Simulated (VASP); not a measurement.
Set up this calculation in VASP 6.6.1, as the native input.

- Task: relaxation of cell and atoms
- Functional: PBE
- Potentials or basis: VASP PAW PBE potentials, release 64 (Na_pv)
- Cutoff: 600 eV
- k mesh: 14 × 14 × 13
- Occupations: fermi-dirac, width 0.1 eV
- Spin: no spin polarisation
- Target pressure: 5.1 GPa
- Dipole correction: no
- Further INCAR settings: ALGO = Normal; EDIFF = 1e-06; IBRION = 2; EDIFFG = -0.005; NSW = 60; ISIF = 3

The structure of Na lies in POSCAR:

```
Na
1.0
    3.2007734679      0.0000000000      0.0000000000
   -1.6003867340      2.7719511350      0.0000000000
    0.0000000000      0.0000000000      3.0087270598
Na
1
Direct
    0.0000000000      0.0000000000      0.0000000000
```

The input as run:

INCAR

```
SYSTEM = Na
  ALGO = Normal
  EDIFF = 1E-6
  EDIFFG = -0.005
  ENCUT = 600
  GGA = PE
  IBRION = 2
  ISIF = 3
  ISMEAR = -1
  LASPH = .TRUE.
  LCHARG = .FALSE.
  LREAL = .FALSE.
  LWAVE = .FALSE.
  NELM = 60
  NSW = 60
  PREC = Accurate
  PSTRESS = 51.0
  SIGMA = 0.1
```

KPOINTS

```
k-points
0
G
  14 14 13
  0 0 0
```

Potentials or basis: VASP PAW PBE potentials, release 64 (Na_pv).

Launch:

```console
$ cat potpaw_PBE.64/Na_pv/POTCAR > POTCAR
$ mpirun -np 1 vasp_std > vasp.out
```

It gave:

- Relaxed volume: 26.47 Å³/atom
- Relaxed cell: a = 3.205 Å, b = 3.205 Å, c = 2.975 Å, α = 90.00°, β = 90.00°, γ = 120.00°
- Space group after relaxing (to 0.05 Å): P6/mmm (No. 191)
- Energy change on relaxing (the enthalpy is what falls): +6.6 meV/atom
- Ionic steps: 6
- Pressure after relaxing: 5.1 GPa

Caveat: the cell is relaxed towards a set pressure, so the enthalpy falls and the energy may rise.

Wall time 93 s on 1 thread of Intel(R) Xeon(R) Platinum 8259CL CPU @ 2.50GHz (Skylake/Cascade Lake), on a shared host, peak memory 0.16 GiB.
